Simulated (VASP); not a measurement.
Here is a VASP 6.6.1 calculation.

INCAR

```
SYSTEM = HfIrC2
  ALGO = Normal
  EDIFF = 1E-6
  ENCUT = 520
  GGA = PE
  ISIF = 2
  ISMEAR = 0
  LASPH = .True.
  LCHARG = .False.
  LREAL = .False.
  LWAVE = .False.
  NBANDS = 22
  NELM = 100
  PREC = Accurate
  SIGMA = 0.1
```

The input KPOINTS:

```
k-points
0
Gamma
  12 12 10
  0 0 0
```

Contents of POSCAR:

```
HfIrC2
1.0
    3.9137599154      0.0000000000      0.0000000000
   -1.9568799577      3.3894155111      0.0000000000
    0.0000000000      0.0000000000      5.1397901477
Hf Ir C
1 1 2
Direct
    0.0000000000      0.0000000000      0.0000000000
    0.0000000000      0.0000000000      0.5000000000
    0.3333333333      0.6666666667      0.0000000000
    0.6666666667      0.3333333333      0.0000000000
```

Potentials or basis: VASP PAW PBE potentials, release 64 (Hf_pv, Ir, C).

The run is started by

```bash
$ cat potpaw_PBE.64/Hf_pv/POTCAR potpaw_PBE.64/Ir/POTCAR potpaw_PBE.64/C/POTCAR > POTCAR
$ mpirun -np 1 vasp_std > vasp.out
```

Q: What does it give for the band gap on the k mesh?

A: Zero (an odd number of electrons rules out a gap without spin polarisation).

Q: Predict the pressure.

A: -0.2 GPa.

Stress tensor (GPa, compression positive):
```
-0.05  0.00  0.00
 0.00 -0.05  0.00
 0.00  0.00 -0.43
```

Caveat: spin-orbit coupling is left out, which moves the levels of the heavy elements.
